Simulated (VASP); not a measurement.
# Tl (Fm-3m) in VASP: notebook

Runs on Tl. Level: PBE. Tasks: single point.

Program: VASP 6.6.1. These are calculated values, not measurements. Logs are shortened: lines on timing, memory, paths and dates and some standing lists are left out, and cuts for length are marked.

### Step 1. The cell of the first run

The structure is cubic, space group Fm-3m (No. 225). Conventional cell: a = 4.387 Å, b = 4.387 Å, c = 4.387 Å, α = 90.00°, β = 90.00°, γ = 90.00°. Within 4.1 Å of Tl (site symmetry m-3m) lie 12 Tl at 3.10 Å.

### Step 2. Single point, PBE (volume scaled by 1.04)

The input, INCAR:

```
SYSTEM = Tl
PREC = Accurate ; ENCUT = 520
EDIFF = 1E-6 ; ISMEAR = -1
SIGMA = 0.05 ; LREAL = .FALSE.
LASPH = .TRUE. ; NELM = 60
ALGO = Normal ; ISIF = 2
LWAVE = .FALSE. ; LCHARG = .FALSE.
GGA = PE ; NBANDS = 12
```

The input, KPOINTS:

```
regular mesh
0
G
  16 16 16
  0 0 0
```

The input, POSCAR:

```
Tl
1.0
    0.0000000000      2.1934901093      2.1934901093
    2.1934901093      0.0000000000      2.1934901093
    2.1934901093      2.1934901093      0.0000000000
Tl
1
Direct
    0.0000000000      0.0000000000      0.0000000000
```

Potentials or basis: VASP PAW PBE potentials, release 64 (Tl_d).

On the command line:

```sh
cat potpaw_PBE.64/Tl_d/POTCAR > POTCAR
mpirun -np 1 vasp_std > vasp.out
```

OUTCAR:

```text
SYSTEM = Tl
   PREC = Accurate
   ENCUT = 520
   EDIFF = 1E-6
   ISMEAR = -1
   LREAL = .FALSE.
   LASPH = .TRUE.
   NELM = 60
   ISIF = 2
   GGA = PE

 ion  position               nearest neighbor table
   1  0.000  0.000  0.000-

  LATTYP: Found a face centered cubic cell.
 ALAT       =     4.3869802186

  Lattice vectors:

 A1 = (   0.0000000000,   2.1934901093,   2.1934901093)
 A2 = (   2.1934901093,   0.0000000000,   2.1934901093)
 A3 = (   2.1934901093,   2.1934901093,   0.0000000000)

Analysis of symmetry for initial positions (statically):
=====================================================================
 Subroutine PRICEL returns:
 Original cell was already a primitive cell.

 Routine SETGRP: Setting up the symmetry group for a
 face centered cubic supercell.

 Subroutine GETGRP returns: Found 48 space group operations
 (whereof 48 operations were pure point group operations)
 out of a pool of 48 trial point group operations.

The static configuration has the point symmetry O_h .

Analysis of symmetry for dynamics (positions and initial velocities):
=====================================================================
 Subroutine PRICEL returns:
 Original cell was already a primitive cell.

 Routine SETGRP: Setting up the symmetry group for a
 face centered cubic supercell.

 Subroutine GETGRP returns: Found 48 space group operations
 (whereof 48 operations were pure point group operations)
 out of a pool of 48 trial point group operations.

The dynamic configuration has the point symmetry O_h .

 Subroutine INISYM returns: Found 48 space group operations
 (whereof 48 operations are pure point group operations),
 and found     1 'primitive' translations

----------------------------------------------------------------------------------------

                                     Primitive cell

  volume of cell :      21.1075

  direct lattice vectors                    reciprocal lattice vectors
     0.000000000  2.193490109  2.193490109    -0.227947233  0.227947233  0.227947233
     2.193490109  0.000000000  2.193490109     0.227947233 -0.227947233  0.227947233
     2.193490109  2.193490109  0.000000000     0.227947233  0.227947233 -0.227947233

  length of vectors
     3.102063462  3.102063462  3.102063462     0.394816188  0.394816188  0.394816188

  position of ions in fractional coordinates (direct lattice)
     0.000000000  0.000000000  0.000000000

  ion indices of the primitive-cell ions
   primitive index   ion index
                 1           1

----------------------------------------------------------------------------------------

 KPOINTS: regular mesh

Automatic generation of k-mesh.
 Grid dimensions read from file:
 generate k-points for:   16   16   16

 Generating k-lattice:

  Cartesian coordinates                     Fractional coordinates (reciprocal lattice)
    -0.014246702  0.014246702  0.014246702     0.062500000  0.000000000  0.000000000
     0.014246702 -0.014246702  0.014246702     0.000000000  0.062500000  0.000000000
     0.014246702  0.014246702 -0.014246702     0.000000000  0.000000000  0.062500000

  Length of vectors
     0.024676012  0.024676012  0.024676012

  Shift w.r.t. Gamma in fractional coordinates (k-lattice)
     0.000000000  0.000000000  0.000000000

 Subroutine IBZKPT returns following result:
 ===========================================

 Found    145 irreducible k-points:

 Following reciprocal coordinates:
            Coordinates               Weight
  0.000000  0.000000  0.000000      1.000000
  0.062500  0.000000  0.000000      8.000000
  0.125000  0.000000  0.000000      8.000000
  0.187500  0.000000  0.000000      8.000000
  0.250000  0.000000  0.000000      8.000000
  0.312500  0.000000  0.000000      8.000000
[... 16 lines left out ...]
 -0.125000  0.062500  0.000000     24.000000
 -0.062500  0.062500  0.000000     12.000000
 [... further k-points ...]
   k-points           NKPTS =    145   k-points in BZ     NKDIM =    145   number of bands    NBANDS=     12
   number of dos      NEDOS =    301   number of ions     NIONS =      1
   total plane-waves  NPLWV =  13824
   dimension x,y,z NGX =    24 NGY =   24 NGZ =   24
   dimension x,y,z NGXF=    48 NGYF=   48 NGZF=   48
   ions per type =               1
   NGX,Y,Z   is equivalent  to a cutoff of  12.86, 12.86, 12.86 a.u.
   NGXF,Y,Z  is equivalent  to a cutoff of  25.72, 25.72, 25.72 a.u.
 SYSTEM =  Tl
   PREC   = accura    normal or accurate (medium, high low for compatibility)
   ISTART =      0    job   : 0-new  1-cont  2-samecut
   ICHARG =      2    charge: 1-file 2-atom 10-const
   ISPIN  =      1    spin polarized calculation?
   LNONCOLLINEAR =      F non collinear calculations
   LSORBIT =      F    spin-orbit coupling
   LASPH  =      T    aspherical Exc in radial PAW
   ENCUT  =  520.0 eV  38.22 Ry    6.18 a.u.   5.77  5.77  5.77*2*pi/ulx,y,z
   NELM   =     60;   NELMIN=  2; NELMDL= -5     # of ELM steps
   EDIFF  = 0.1E-05   stopping-criterion for ELM
   LREAL  =      F    real-space projection
   EDIFFG = 0.1E-04   stopping-criterion for IOM
   NSW    =      0    number of steps for IOM
   IBRION =     -1    ionic relax: 0-MD 1-quasi-New 2-CG
   NFREE  =      0    steps in history (QN), initial steepest desc. (CG)
   ISIF   =      2    stress and relaxation
   ISYM   =      2    0-nonsym 1-usesym 2-fastsym
   POTIM  = 0.5000    time-step for ionic-motion
   TEBEG  =    0.0;   TEEND  =   0.0 temperature during run
   PSTRESS=    0.0 pullay stress
   NELECT =      13.0000    total number of electrons
   NUPDOWN=      -1.0000    fix difference up-down
   EMIN   =  10.00;   EMAX   =-10.00  energy-range for DOS
   EFERMI =   0.00;   METHOD = LEGACY
   ISMEAR =    -1;   SIGMA  =   0.05  broadening in eV -4-tet -1-fermi 0-gaus
   EFERMI_NEDOS =   21; number of points for ismear=-14 and -15
   IALGO  =     38    algorithm
   IMIX   =      4    mixing-type and parameters
     AMIX     =   0.40;   BMIX     =  1.00
     AMIX_MAG =   1.60;   BMIX_MAG =  1.00
  volume/ion in A,a.u.               =      21.11       142.44
  Fermi-wavevector in a.u.,A,eV,Ry     =   1.392869  2.632141 26.396446  1.940084
  Thomas-Fermi vector in A             =   2.516570
   LORBIT       =      0    0 simple, 1 ext, 2 COOP (PROOUT), +10 PAW based schemes
   GGA     = PE    functional components
   LHFCALC =     F    Hartree Fock is set to
   AEXX    =    0.0000 exact exchange contribution
   IVDW    =     0    specifies the selected vdW correction
   LEPSILON=     F    determine dielectric tensor
   LRPA    =     F    only Hartree local field effects (RPA)
 non-spin polarized calculation
  energy-cutoff  :      520.00
  volume of cell :       21.11
 maximum number of plane-waves:       588
   NGX = 11   NGY = 11   NGZ = 11

 number of electron      12.9999997 magnetization

 Free energy of the ion-electron system (eV)
  ---------------------------------------------------
  ext. energy  EPLUGINS =         0.00000000
  ---------------------------------------------------
  free energy    TOTEN  =        -1.58176347 eV

  energy without entropy =       -1.57869816  energy(sigma->0) =       -1.58023081

 E-fermi :  10.5336     XC(G=0): -11.8032

 val. band max:       10.4625474850   @ k =   0.5000   0.3125   0.0000
 cond. band min:      10.5439863122   @ k =  -0.2500   0.4375   0.1875
 fundamental gap:      0.0814388273
 Fermi energy:        10.5335878061

 k-point     1 :       0.0000    0.0000    0.0000
  band No.  band energies     occupation
      1      -2.1614      2.00000
      2      -1.9045      2.00000
      3      -1.9045      2.00000
      4      -1.9045      2.00000
      5      -1.3216      2.00000
      6      -1.3216      2.00000
      7      21.4935      0.00000
      8      23.1518      0.00000
      9      23.1518      0.00000
     10      23.1518      0.00000
     11      28.0710      0.00000
     12      28.8974      0.00000

 k-point     2 :       0.0625    0.0000    0.0000
  band No.  band energies     occupation
      1      -2.0666      2.00000
      2      -1.8997      2.00000
      3      -1.8833      2.00000
      4      -1.8833      2.00000
      5      -1.3266      2.00000
      6      -1.3266      2.00000
      7      21.3613      0.00000
      8      22.1877      0.00000
      9      23.1192      0.00000
     10      23.1192      0.00000
     11      27.9329      0.00000
     12      28.7145      0.00000

 k-point     3 :       0.1250    0.0000    0.0000
  band No.  band energies     occupation
      1      -2.0441      2.00000
      2      -1.8308      2.00000
      3      -1.8308      2.00000
      4      -1.6194      2.00000
      5      -1.3316      2.00000
      6      -1.3316      2.00000
      7      19.5168      0.00000
      8      21.9068      0.00000
      9      22.9942      0.00000
     10      22.9942      0.00000
     11      26.9995      0.00000
     12      28.2020      0.00000

 k-point     4 :       0.1875    0.0000    0.0000
  band No.  band energies     occupation
      1      -2.1391      2.00000
      2      -1.7823      2.00000
      3      -1.7823      2.00000
      4      -1.3054      2.00000
      5      -1.3054      2.00000
      6      -1.0085      2.00000
      7      17.0220      0.00000
      8      21.9877      0.00000
      9      22.7170      0.00000
     10      22.7170      0.00000
     11      26.2978      0.00000
     12      27.6049      0.00000

 k-point     5 :       0.2500    0.0000    0.0000
  band No.  band energies     occupation
      1      -2.2571      2.00000
      2      -1.7763      2.00000
      3      -1.7763      2.00000
      4      -1.2172      2.00000
      5      -1.2172      2.00000
      6      -0.1479      2.00000
      7      14.4987      0.00000
      8      21.8814      0.00000
      9      22.2639      0.00000
     10      22.2639      0.00000
     11      26.0761      0.00000
     12      27.1552      0.00000

 k-point     6 :       0.3125    0.0000    0.0000
  band No.  band energies     occupation
      1      -2.3737      2.00000
      2      -1.8082      2.00000
      3      -1.8082      2.00000
      4      -1.0844      2.00000
      5      -1.0844      2.00000
      6       0.9509      2.00000
      7      12.0572      0.00000
      8      21.5835      0.00000
      9      21.7106      0.00000
     10      21.7106      0.00000
     11      26.2529      0.00000
     12      26.9031      0.00000

 k-point     7 :       0.3750    0.0000    0.0000
  band No.  band energies     occupation
      1      -2.4708      2.00000
      2      -1.8501      2.00000
      3      -1.8501      2.00000
      4      -0.9514      2.00000
      5      -0.9514      2.00000
      6       2.2781      2.00000
      7       9.7502      2.00000
      8      21.1940      0.00000
      9      21.1940      0.00000
     10      21.2541      0.00000
     11      26.5650      0.00000
     12      26.7897      0.00000

 k-point     8 :       0.4375    0.0000    0.0000
  band No.  band energies     occupation
      1      -2.5347      2.00000
      2      -1.8820      2.00000
      3      -1.8820      2.00000
      4      -0.8555      2.00000
      5      -0.8555      2.00000
      6       3.8171      2.00000
      7       7.6162      2.00000
      8      20.8352      0.00000
      9      20.8352      0.00000
     10      21.0187      0.00000
     11      26.7479      0.00000
     12      26.7479      0.00000
[... 166 lines left out ...]
 k-point    20 :      -0.3125    0.0625    0.0000
  band No.  band energies     occupation
      1      -2.3680      2.00000
      2      -1.8288      2.00000
      3      -1.7960      2.00000
      4      -1.1168      2.00000
      5      -1.0348      2.00000
      6       1.4920      2.00000
      7      11.3537      0.00000
      8      19.7092      0.00000
      9      21.7862      0.00000
     10      22.1746      0.00000
     11      25.9989      0.00000
     12      26.6376      0.00000

 k-point    21 :      -0.2500    0.0625    0.0000
  band No.  band energies     occupation
      1      -2.2570      2.00000
      2      -1.7922      2.00000
      3      -1.7560      2.00000
      4      -1.2668      2.00000
      5      -1.1698      2.00000
      6       0.3313      2.00000
      7      13.7445      0.00000
      8      19.9742      0.00000
      9      22.3704      0.00000
     10      23.1012      0.00000
     11      25.4991      0.00000
     12      26.5673      0.00000

 k-point    22 :      -0.1875    0.0625    0.0000
  band No.  band energies     occupation
      1      -2.1371      2.00000
      2      -1.7893      2.00000
      3      -1.7483      2.00000
      4      -1.3690      2.00000
      5      -1.2974      2.00000
      6      -0.5837      2.00000
      7      16.2383      0.00000
      8      20.3163      0.00000
      9      22.8005      0.00000
     10      23.8016      0.00000
     11      25.3455      0.00000
     12      26.8014      0.00000

 k-point    23 :      -0.1250    0.0625    0.0000
  band No.  band energies     occupation
      1      -2.0262      2.00000
      2      -1.8440      2.00000
      3      -1.7962      2.00000
      4      -1.4559      2.00000
      5      -1.3877      2.00000
      6      -1.1686      2.00000
      7      18.7533      0.00000
      8      20.6918      0.00000
      9      22.7745      0.00000
     10      23.9179      0.00000
     11      25.9506      0.00000
     12      27.6365      0.00000

 k-point    24 :      -0.0625    0.0625    0.0000
  band No.  band energies     occupation
      1      -1.9592      2.00000
      2      -1.9367      2.00000
      3      -1.8559      2.00000
      4      -1.7555      2.00000
      5      -1.3594      2.00000
      6      -1.2991      2.00000
      7      21.0612      0.00000
      8      21.0652      0.00000
      9      22.6259      0.00000
     10      23.5966      0.00000
     11      27.0644      0.00000
     12      28.8518      0.00000

 [... further k-points ...]
[... 5 lines left out ...]
  --------------------------------------------------------------------------------------
  -------------------------------------------------------------------------------------
  Total        4.0068205      4.0068205      4.0068205      0.0000000      0.0000000     -0.0000000
  in kB      304.1399266    304.1399266    304.1399266      0.0000000      0.0000000     -0.0000000
  external PRESSURE =     304.1399266 kB  Pullay stress =       0.0000000 kB

 VOLUME and BASIS-vectors are now :
 -----------------------------------------------------------------------------
  energy-cutoff  :      520.00
  volume of cell :       21.11
      direct lattice vectors                 reciprocal lattice vectors
     0.000000000  2.193490109  2.193490109    -0.227947233  0.227947233  0.227947233
     2.193490109  0.000000000  2.193490109     0.227947233 -0.227947233  0.227947233
     2.193490109  2.193490109  0.000000000     0.227947233  0.227947233 -0.227947233

 POSITION                                       TOTAL-FORCE (eV/Angst)
 -----------------------------------------------------------------------------------
      0.00000      0.00000      0.00000         0.000000      0.000000      0.000000
 -----------------------------------------------------------------------------------
    total drift:                               -0.000000      0.000000      0.000000

  FREE ENERGIE OF THE ION-ELECTRON SYSTEM (eV)
  ---------------------------------------------------
  free  energy   TOTEN  =        -1.5817634714 eV

  energy  without entropy=       -1.5786981567  energy(sigma->0) =       -1.58023081
```

It took 14 s on 1 thread of Intel Xeon 6975P-C (Granite Rapids), shared host; peak memory 0.16 GiB.

What came out:

* Free energy: -1.5818 eV
* Pressure: 30.4 GPa

Levels at points of the mesh, in eV from the Fermi level:
```csv
k point,band 3,band 4,band 5,band 6,band 7,band 8,band 9,band 10
"(0.00, 0.00, 0.00)",-12.44,-12.44,-11.86,-11.86,10.96,12.62,12.62,12.62
"(0.50, 0.00, 0.00)",-12.43,-11.35,-11.35,-5.27,-4.57,10.17,10.17,10.40
"(0.50, 0.50, 0.00)",-11.39,-11.22,-11.22,-3.10,-2.83,4.47,4.47,9.23
```

Caveat: spin-orbit coupling is left out, which moves the levels of the heavy elements.

(Continued in part 2 of 2.)
